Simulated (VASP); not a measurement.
A run of VASP 6.6.1:

Contents of INCAR:

```
SYSTEM = Li
ALGO = Normal ; EDIFF = 1E-6
ENCUT = 520 ; GGA = PE
ISIF = 2 ; ISMEAR = 1
LASPH = .True. ; LCHARG = .False.
LREAL = .False. ; LWAVE = .False.
NBANDS = 8 ; NELM = 100
PREC = Accurate ; SIGMA = 0.2
```

The input KPOINTS:

```
k-points
0
Gamma
  13 13 13
  0 0 0
```

POSCAR

```
Li
1.0
   -1.7154150880      1.7154150880      1.7154150880
    1.7154150880     -1.7154150880      1.7154150880
    1.7154150880      1.7154150880     -1.7154150880
Li
1
Direct
    0.0000000000      0.0000000000      0.0000000000
```

Potentials or basis: VASP PAW PBE potentials, release 64 (Li_sv).

Command:

```sh
$ cat potpaw_PBE.64/Li_sv/POTCAR > POTCAR
$ mpirun -np 1 vasp_std > vasp.out
```

Hardware: 1 thread of Intel(R) Xeon(R) Platinum 8488C (Sapphire Rapids), with other jobs on the host.

Question: Estimate the wall time of this run.

Answer: It took 4.5 s on 1 thread of Intel(R) Xeon(R) Platinum 8488C (Sapphire Rapids), on a shared host, peak memory 0.13 GiB. Counts: scf iterations 11, k points 84.
